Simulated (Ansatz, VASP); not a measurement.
# Ru: VASP beside Ansatz

File POSCAR:

```
Ru
1.0
    2.7237197275      0.0000000000      0.0000000000
   -1.3618598638      2.3588104769      0.0000000000
    0.0000000000      0.0000000000      4.3102577801
Ru
2
Direct
    0.6666666667      0.3333333333      0.7500000000
    0.3333333333      0.6666666667      0.2500000000
```

The input INCAR.step1:

```
SYSTEM = Ru
ALGO     = Normal         ! electronic algorithm
EDIFF    = 1E-5           ! SCF threshold, eV
ENCUT    = 660            ! plane-wave cutoff, eV
GGA      = PE             ! functional
GGA_COMPAT= .FALSE.      
ISMEAR   = -1             ! smearing method
LASPH    = .TRUE.         ! aspherical terms in the spheres
LCHARG   = .FALSE.        ! write CHGCAR
LREAL    = .FALSE.        ! projectors in reciprocal space
LWAVE    = .TRUE.         ! write WAVECAR
NBANDS   = 23             ! bands
NELM     = 120            ! most SCF steps
PREC     = Accurate       ! precision mode
SIGMA    = 0.05           ! smearing width, eV
```

Contents of INCAR.step2:

```
SYSTEM = Ru
ALGO     = Normal         ! electronic algorithm
EDIFF    = 1E-6           ! SCF threshold, eV
ENCUT    = 660            ! plane-wave cutoff, eV
GGA_COMPAT= .FALSE.      
ISIF     = 2              ! what is computed and relaxed
ISMEAR   = -1             ! smearing method
ISTART   = 1            
IVDW     = 12             ! dispersion correction
LASPH    = .TRUE.         ! aspherical terms in the spheres
LCHARG   = .TRUE.         ! write CHGCAR
LELF     = .TRUE.         ! ELF
LMIXTAU  = .TRUE.       
LREAL    = .FALSE.        ! projectors in reciprocal space
LVHAR    = .TRUE.       
LWAVE    = .FALSE.        ! write WAVECAR
METAGGA  = R2SCAN         ! meta-GGA
NBANDS   = 23             ! bands
NELM     = 120            ! most SCF steps
PREC     = Accurate       ! precision mode
SIGMA    = 0.05           ! smearing width, eV
VDW_A1   = 0.49484001   
VDW_A2   = 5.73083694   
VDW_S6   = 1.0          
VDW_S8   = 0.78981345
```

File KPOINTS:

```
k-points
0
G
  11 11 6
  0 0 0
```

File input.yaml:

```yaml
crystal:
  lattice:
    - [2.7237197275, 0.0, 0.0]
    - [-1.3618598638, 2.3588104769, 0.0]
    - [0.0, 0.0, 4.3102577801]
  atoms:
    - { symbol: Ru, position: [0.6666666667, 0.3333333333, 0.75] }
    - { symbol: Ru, position: [0.3333333333, 0.6666666667, 0.25] }
hamiltonian:
  xc: r2scan
  pseudopotentials: { kind: paw }
  dispersion: d3bj
kpoints:
  mp_grid: { grid: [11, 11, 6] }
scf:
  occupations: { method: fermi_dirac, width: 0.05 }
output:
  forces: true
  stress: true
  eigenvalues: true
```

Alike in both runs: task single point; functional r2SCAN; dispersion D3(BJ); k mesh 11 × 11 × 6; occupations fermi-dirac, width 0.05 eV; no spin polarisation.

```csv
,VASP,Ansatz
version,VASP 6.6.1,Ansatz 0.2.0
potentials or method,"VASP PAW PBE potentials, release 64 (Ru_sv)",Ansatz PAW
plane-wave cutoff (eV),660,500
valence electrons in the cell,32,32
```

|  | VASP | Ansatz | Ansatz less VASP |
| --- | --- | --- | --- |
| gap on the k mesh at the Fermi level (eV) | none | none | - |
| pressure (GPa) | -11.4 | -11.6 | -0.13 |
| traceless stress, the component that is largest in VASP (GPa) | -0.91 | -0.91 | -0.001 |

VASP's potentials were made for PBE, not for r2SCAN. A gap of «none» marks a metal or a gap that the smearing closes.
